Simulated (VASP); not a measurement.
LiSnF3:

```
Li Sn F
1.0
     4.18226    0.00000    0.00000
     0.00000    4.18226    0.00000
     0.00000    0.00000    4.18226
Li Sn F
1 1 3
Direct
  0.00000 0.00000 0.00000
  0.50000 0.50000 0.50000
  0.00000 0.50000 0.50000
  0.50000 0.50000 0.00000
  0.50000 0.00000 0.50000
```

The cell was built from a structure type or drawn by symmetry, and may not be a known phase.

```yaml
Program: VASP 6.6.1
Task: relaxation of cell and atoms
Functional: PBE
Potentials_or_basis: VASP PAW PBE potentials, release 64 (Li_sv, Sn_d, F)
Cutoff: 600 eV
k_mesh: 4 × 4 × 4
Occupations: gaussian, width 0.1 eV
Spin: no spin polarisation
```

At the start: pressure 26.6 GPa; volume 14.63 Å³/atom.

Question: Where does the relaxation end?

Answer: Over 3 steps the energy falls by 365.4 meV/atom and the volume is 20.21 Å³/atom (+38.1 %); space group Pm-3m (No. 221, to 0.1 Å) before and after.

The path:
```tsv
step	energy change (eV)	largest force (eV/Å)	pressure (GPa)	volume (Å³)
1	0.0000	0.0000	26.65	73.15
2	-1.8260	0.0000	-0.40	102.06
3	-1.8270	0.0000	0.09	101.03
```

Final structure:
```xyz
5
Lattice="4.6575 0.0000 0.0000 0.0000 4.6575 0.0000 0.0000 0.0000 4.6575" Properties=species:S:1:pos:R:3 pbc="T T T"
Li    0.0000    0.0000    0.0000
Sn    2.3287    2.3287    2.3287
F     0.0000    2.3287    2.3287
F     2.3287    2.3287    0.0000
F     2.3287    0.0000    2.3287
```

Caveat: the cutoff is under 1.25 times the usual one of these potentials, so pressure, stress and relaxed cells hold a basis-set (Pulay) error; the volume moved by over 15 % at a fixed basis, so the end points are rough.
